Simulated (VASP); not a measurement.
# SiC (Moissanite 6O SiC) in VASP: notebook

Runs on SiC (Moissanite 6O SiC). Level: PBE. Tasks: electric field gradients.

Everything below comes from runs of VASP 6.6.1. Logs are shortened: lines on timing, memory, paths and dates and some standing lists are left out, and cuts for length are marked.

**1. The cell of the first run**

The typed cell holds 12 atoms: a = 3.038 Å, b = 3.038 Å, c = 14.918 Å, α = 90.00°, β = 90.00°, γ = 120.04°.

**2. Electric field gradients, PBE (volume scaled by 0.96)**

INCAR

```
SYSTEM = SiC
ALGO = Normal ; EDIFF = 1E-8
ENCUT = 520 ; GGA = PE
ISIF = 2 ; ISMEAR = -1
LASPH = .TRUE. ; LCHARG = .FALSE.
LEFG = .TRUE. ; LREAL = .FALSE.
LWAVE = .FALSE. ; NBANDS = 36
NELM = 60 ; PREC = Accurate
SIGMA = 0.02
```

KPOINTS

```
k-points
0
G
  10 10 2
  0 0 0
```

POSCAR

```
SiC
1.0
    1.5181015045     -2.6314482833      0.0000000000
    1.5181015045      2.6314482833      0.0000000000
    0.0000000000      0.0000000000     14.9175249467
Si C
6 6
Direct
    0.1666620629      0.8333379371      0.8577214520
    0.8333379371      0.1666620629      0.3577214520
    0.5001149255      0.4998850745      0.5245066742
    0.4998850745      0.5001149255      0.0245066742
    0.8334420064      0.1665579936      0.6912249935
    0.1665579936      0.8334420064      0.1912249935
    0.5001800041      0.4998199959      0.6498136389
    0.4998199959      0.5001800041      0.1498136389
    0.1666200943      0.8333799057      0.9826819952
    0.8333799057      0.1666200943      0.4826819952
    0.8333969748      0.1666030252      0.8161912462
    0.1666030252      0.8333969748      0.3161912462
```

Potentials or basis: VASP PAW PBE potentials, release 64 (Si, C).

Command:

```bash
$ cat potpaw_PBE.64/Si/POTCAR potpaw_PBE.64/C/POTCAR > POTCAR
$ mpirun -np 1 vasp_std > vasp.out
```

OUTCAR:

```text
SYSTEM = SiC
   EDIFF = 1E-8
   ENCUT = 520
   GGA = PE
   ISIF = 2
   ISMEAR = -1
   LASPH = .TRUE.
   LREAL = .FALSE.
   NELM = 60
   PREC = Accurate

 ion  position               nearest neighbor table
   1  0.167  0.833  0.858-  11 1.86  11 1.86  11 1.86   9 1.86   5 3.04   5 3.04   5 3.04   4 3.04
                             4 3.04   4 3.04
   2  0.833  0.167  0.358-  12 1.86  12 1.86  12 1.86  10 1.86   6 3.04   6 3.04   6 3.04   3 3.04
                             3 3.04   3 3.04
   3  0.500  0.500  0.525-  10 1.86  10 1.86  10 1.86   7 1.87   5 3.04   5 3.04   5 3.04   2 3.04
                             2 3.04   2 3.04
   4  0.500  0.500  0.025-   9 1.86   9 1.86   9 1.86   8 1.87   6 3.04   6 3.04   6 3.04   1 3.04
                             1 3.04   1 3.04
   5  0.833  0.167  0.691-   7 1.86   7 1.86   7 1.86  11 1.86   1 3.04   1 3.04   1 3.04   3 3.04
                             3 3.04   3 3.04
   6  0.167  0.833  0.191-   8 1.86   8 1.86   8 1.86  12 1.86   2 3.04   2 3.04   2 3.04   4 3.04
                             4 3.04   4 3.04
   7  0.500  0.500  0.650-   5 1.86   5 1.86   5 1.86   3 1.87
   8  0.500  0.500  0.150-   6 1.86   6 1.86   6 1.86   4 1.87
   9  0.167  0.833  0.983-   4 1.86   4 1.86   4 1.86   1 1.86
  10  0.833  0.167  0.483-   3 1.86   3 1.86   3 1.86   2 1.86
  11  0.833  0.167  0.816-   1 1.86   1 1.86   1 1.86   5 1.86
  12  0.167  0.833  0.316-   2 1.86   2 1.86   2 1.86   6 1.86

  LATTYP: Found a base centered orthorhombic cell.
 ALAT       =     3.0362030090
 B/A-ratio  =     1.7333809864
 C/A-ratio  =     4.9132172330

  Lattice vectors:

 A1 = (   1.5181015045,  -2.6314482833,   0.0000000000)
 A2 = (   1.5181015045,   2.6314482833,   0.0000000000)
 A3 = (   0.0000000000,   0.0000000000,  14.9175249467)

Analysis of symmetry for initial positions (statically):
=====================================================================
 Subroutine PRICEL returns:
 Original cell was already a primitive cell.

 Routine SETGRP: Setting up the symmetry group for a
 base centered orthorhombic supercell.

 Subroutine GETGRP returns: Found  4 space group operations
 (whereof  2 operations were pure point group operations)
 out of a pool of  8 trial point group operations.

The static configuration has the point symmetry C_1h.
 The point group associated with its full space group is C_2v.

Analysis of symmetry for dynamics (positions and initial velocities):
=====================================================================
 Subroutine PRICEL returns:
 Original cell was already a primitive cell.

 Routine SETGRP: Setting up the symmetry group for a
 base centered orthorhombic supercell.

 Subroutine GETGRP returns: Found  4 space group operations
 (whereof  2 operations were pure point group operations)
 out of a pool of  8 trial point group operations.

The dynamic configuration has the point symmetry C_1h.
 The point group associated with its full space group is C_2v.

 Subroutine INISYM returns: Found  4 space group operations
 (whereof  2 operations are pure point group operations),
 and found     1 'primitive' translations

----------------------------------------------------------------------------------------

                                     Primitive cell

  volume of cell :     119.1852

  direct lattice vectors                    reciprocal lattice vectors
     1.518101504 -2.631448283  0.000000000     0.329358741 -0.190009434  0.000000000
     1.518101504  2.631448283  0.000000000     0.329358741  0.190009434  0.000000000
     0.000000000  0.000000000 14.917524947     0.000000000  0.000000000  0.067035249

  length of vectors
     3.037951982  3.037951982 14.917524947     0.380237775  0.380237775  0.067035249

  position of ions in fractional coordinates (direct lattice)
     0.166662063  0.833337937  0.857721452
     0.833337937  0.166662063  0.357721452
     0.500114926  0.499885074  0.524506674
     0.499885074  0.500114926  0.024506674
     0.833442006  0.166557994  0.691224994
     0.166557994  0.833442006  0.191224994
     0.500180004  0.499819996  0.649813639
     0.499819996  0.500180004  0.149813639
     0.166620094  0.833379906  0.982681995
     0.833379906  0.166620094  0.482681995
     0.833396975  0.166603025  0.816191246
     0.166603025  0.833396975  0.316191246

  ion indices of the primitive-cell ions
   primitive index   ion index
                 1           1
                 2           2
                 3           3
[... 70 lines left out ...]
   NGXF,Y,Z  is equivalent  to a cutoff of  26.27, 26.27, 24.96 a.u.
 SYSTEM =  SiC
   PREC   = accura    normal or accurate (medium, high low for compatibility)
   ISTART =      0    job   : 0-new  1-cont  2-samecut
   ICHARG =      2    charge: 1-file 2-atom 10-const
   ISPIN  =      1    spin polarized calculation?
   LNONCOLLINEAR =      F non collinear calculations
   LSORBIT =      F    spin-orbit coupling
   LASPH  =      T    aspherical Exc in radial PAW
   ENCUT  =  520.0 eV  38.22 Ry    6.18 a.u.   5.65  5.65 27.74*2*pi/ulx,y,z
   NELM   =     60;   NELMIN=  2; NELMDL= -5     # of ELM steps
   EDIFF  = 0.1E-07   stopping-criterion for ELM
   LREAL  =      F    real-space projection
   EDIFFG = 0.1E-06   stopping-criterion for IOM
   NSW    =      0    number of steps for IOM
   IBRION =     -1    ionic relax: 0-MD 1-quasi-New 2-CG
   NFREE  =      0    steps in history (QN), initial steepest desc. (CG)
   ISIF   =      2    stress and relaxation
   ISYM   =      2    0-nonsym 1-usesym 2-fastsym
   POTIM  = 0.5000    time-step for ionic-motion
   TEBEG  =    0.0;   TEEND  =   0.0 temperature during run
   PSTRESS=    0.0 pullay stress
   NELECT =      48.0000    total number of electrons
   NUPDOWN=      -1.0000    fix difference up-down
   EMIN   =  10.00;   EMAX   =-10.00  energy-range for DOS
   EFERMI =   0.00;   METHOD = LEGACY
   ISMEAR =    -1;   SIGMA  =   0.02  broadening in eV -4-tet -1-fermi 0-gaus
   EFERMI_NEDOS =   21; number of points for ismear=-14 and -15
   IALGO  =     38    algorithm
   IMIX   =      4    mixing-type and parameters
     AMIX     =   0.40;   BMIX     =  1.00
     AMIX_MAG =   1.60;   BMIX_MAG =  1.00
  volume/ion in A,a.u.               =       9.93        67.03
  Fermi-wavevector in a.u.,A,eV,Ry     =   1.208967  2.284616 19.886291  1.461601
  Thomas-Fermi vector in A             =   2.344559
   LORBIT       =      0    0 simple, 1 ext, 2 COOP (PROOUT), +10 PAW based schemes
   GGA     = PE    functional components
   LHFCALC =     F    Hartree Fock is set to
   AEXX    =    0.0000 exact exchange contribution
   IVDW    =     0    specifies the selected vdW correction
   LEPSILON=     F    determine dielectric tensor
   LRPA    =     F    only Hartree local field effects (RPA)
 non-spin polarized calculation
  energy-cutoff  :      520.00
  volume of cell :      119.19
 maximum number of plane-waves:      3248
   NGX = 11   NGY = 11   NGZ = 55

 number of electron      47.9999995 magnetization

 Free energy of the ion-electron system (eV)
  ---------------------------------------------------
  ext. energy  EPLUGINS =         0.00000000
  ---------------------------------------------------
  free energy    TOTEN  =       -90.10686656 eV

  energy without entropy =      -90.10686656  energy(sigma->0) =      -90.10686656

 E-fermi :   9.0584     XC(G=0): -11.5337

 val. band max:        8.6255842634   @ k =   0.0000   0.0000   0.0000
 cond. band min:      10.6297443949   @ k =   0.5000  -0.0000   0.0000
 fundamental gap:      2.0041601315
 Fermi energy:         9.0584074944

 k-point     1 :       0.0000    0.0000    0.0000
  band No.  band energies     occupation
      1      -7.1632      2.00000
      2      -6.6259      2.00000
      3      -6.5875      2.00000
      4      -5.0420      2.00000
      5      -5.0122      2.00000
      6      -3.4494      2.00000
[... 925 lines left out ...]
     35      17.7626      0.00000
     36      18.2072      0.00000

 [... further k-points ...]
[... 5 lines left out ...]
  --------------------------------------------------------------------------------------
  -------------------------------------------------------------------------------------
  Total       10.0071162      9.7716891      9.4280240      0.0000000      0.0000000      0.0000000
  in kB      134.5231739    131.3583868    126.7385814      0.0000000      0.0000000      0.0000000
  external PRESSURE =     130.8733807 kB  Pullay stress =       0.0000000 kB

 VOLUME and BASIS-vectors are now :
 -----------------------------------------------------------------------------
  energy-cutoff  :      520.00
  volume of cell :      119.19
      direct lattice vectors                 reciprocal lattice vectors
     1.518101504 -2.631448283  0.000000000     0.329358741 -0.190009434  0.000000000
     1.518101504  2.631448283  0.000000000     0.329358741  0.190009434  0.000000000
     0.000000000  0.000000000 14.917524947     0.000000000  0.000000000  0.067035249

 POSITION                                       TOTAL-FORCE (eV/Angst)
 -----------------------------------------------------------------------------------
      1.51810      1.75432     12.79508         0.000000      0.000779      0.000871
      1.51810     -1.75432      5.33632         0.000000     -0.000779      0.000871
      1.51810     -0.00060      7.82434         0.000000     -0.001024      0.012133
      1.51810      0.00060      0.36558         0.000000      0.001024      0.012133
      1.51810     -1.75487     10.31137         0.000000      0.000756     -0.000470
      1.51810      1.75487      2.85260         0.000000     -0.000756     -0.000470
      1.51810     -0.00095      9.69361         0.000000     -0.000941     -0.007893
      1.51810      0.00095      2.23485         0.000000      0.000941     -0.007893
      1.51810      1.75454     14.65918         0.000000     -0.000697     -0.002405
      1.51810     -1.75454      7.20042         0.000000      0.000697     -0.002405
      1.51810     -1.75463     12.17555         0.000000     -0.000818     -0.002235
      1.51810      1.75463      4.71679         0.000000      0.000818     -0.002235
 -----------------------------------------------------------------------------------
    total drift:                                0.000000     -0.000000     -0.000007

  FREE ENERGIE OF THE ION-ELECTRON SYSTEM (eV)
  ---------------------------------------------------
  free  energy   TOTEN  =       -90.1068665568 eV

  energy  without entropy=      -90.1068665568  energy(sigma->0) =      -90.10686656

 Electric field gradients (V/A^2)
---------------------------------------------------------------------
 ion       V_xx      V_yy      V_zz      V_xy      V_xz      V_yz
---------------------------------------------------------------------
   1      -1.140    -1.095     2.235     0.000    -0.000    -0.085
   2      -1.140    -1.095     2.235    -0.000     0.000     0.085
   3       0.164     0.207    -0.371    -0.000    -0.000     0.085
   4       0.164     0.207    -0.371     0.000     0.000    -0.085
   5      -1.371    -1.330     2.700    -0.000     0.000    -0.081
   6      -1.371    -1.330     2.700    -0.000     0.000     0.081
   7      -1.253    -1.119     2.372    -0.000     0.000    -0.003
   8      -1.253    -1.119     2.372     0.000     0.000     0.003
   9      -0.401    -0.272     0.673     0.000     0.000    -0.006
  10      -0.401    -0.272     0.673    -0.000     0.000     0.006
  11      -0.242    -0.113     0.355    -0.000     0.000    -0.006
  12      -0.242    -0.113     0.355    -0.000     0.000     0.006
---------------------------------------------------------------------

 Electric field gradients after diagonalization (V/A^2)
 (convention: |V_zz| > |V_xx| > |V_yy|)
----------------------------------------------------------------------
 ion       V_xx      V_yy      V_zz     asymmetry (V_yy - V_xx)/ V_zz
----------------------------------------------------------------------
   1      -1.140    -1.097     2.238       0.019
   2      -1.140    -1.097     2.238       0.019
   3       0.220     0.164    -0.384       0.145
   4       0.220     0.164    -0.384       0.145
   5      -1.371    -1.331     2.702       0.015
   6      -1.371    -1.331     2.702       0.015
   7      -1.253    -1.119     2.372       0.056
   8      -1.253    -1.119     2.372       0.056
   9      -0.401    -0.272     0.673       0.192
  10      -0.401    -0.272     0.673       0.192
  11      -0.242    -0.113     0.355       0.363
  12      -0.242    -0.113     0.355       0.363
----------------------------------------------------------------------

           NMR quadrupolar parameters

 Cq : quadrupolar parameter    Cq=e*Q*V_zz/h
 eta: asymmetry parameters     (V_yy - V_xx)/ V_zz
 Q  : nuclear electric quadrupole moment in mb (millibarn)
----------------------------------------------------------------------
 ion       Cq(MHz)       eta       Q (mb)
----------------------------------------------------------------------
   1       0.005       0.019       1.000
   2       0.005       0.019       1.000
   3      -0.001       0.145       1.000
   4      -0.001       0.145       1.000
   5       0.007       0.015       1.000
   6       0.007       0.015       1.000
   7       0.006       0.056       1.000
   8       0.006       0.056       1.000
   9       0.002       0.192       1.000
  10       0.002       0.192       1.000
  11       0.001       0.363       1.000
  12       0.001       0.363       1.000
----------------------------------------------------------------------
```

Run time: 4.2 min. Hardware: 1 thread of Intel Xeon Platinum 8259CL at 2.50GHz (Skylake/Cascade Lake), shared host; peak memory 0.35 GiB.

Results:

```yaml
Free_energy: -90.1069 eV
Pressure: 13.1 GPa
Largest_force: 0.012 eV/Å
Band_gap_on_the_k_mesh: 2.00 eV, indirect (least direct gap 3.12 eV)
```

Forces in eV/Å, atoms in the order of the input:
```
Si   0.000  0.001  0.001
Si   0.000 -0.001  0.001
Si   0.000 -0.001  0.012
Si   0.000  0.001  0.012
Si   0.000  0.001  0.000
Si   0.000 -0.001  0.000
C    0.000 -0.001 -0.008
C    0.000  0.001 -0.008
C    0.000 -0.001 -0.002
C    0.000  0.001 -0.002
C    0.000 -0.001 -0.002
C    0.000  0.001 -0.002
```

Electric field gradients, principal values (V/Å²):
```tsv
atom	least	middle	greatest (by size)
1 Si	-1.097	-1.140	2.238
2 Si	-1.097	-1.140	2.238
3 Si	0.164	0.220	-0.384
4 Si	0.164	0.220	-0.384
5 Si	-1.331	-1.371	2.702
6 Si	-1.331	-1.371	2.702
7 C	-1.119	-1.253	2.372
8 C	-1.119	-1.253	2.372
9 C	-0.272	-0.401	0.673
10 C	-0.272	-0.401	0.673
11 C	-0.113	-0.242	0.355
12 C	-0.113	-0.242	0.355
```

Caveat: without QUAD_EFG the Cq values of the log hold for a quadrupole moment of 1 mb, not for the nuclei. A k mesh can miss the band edges.

(Continued in part 2 of 2.)
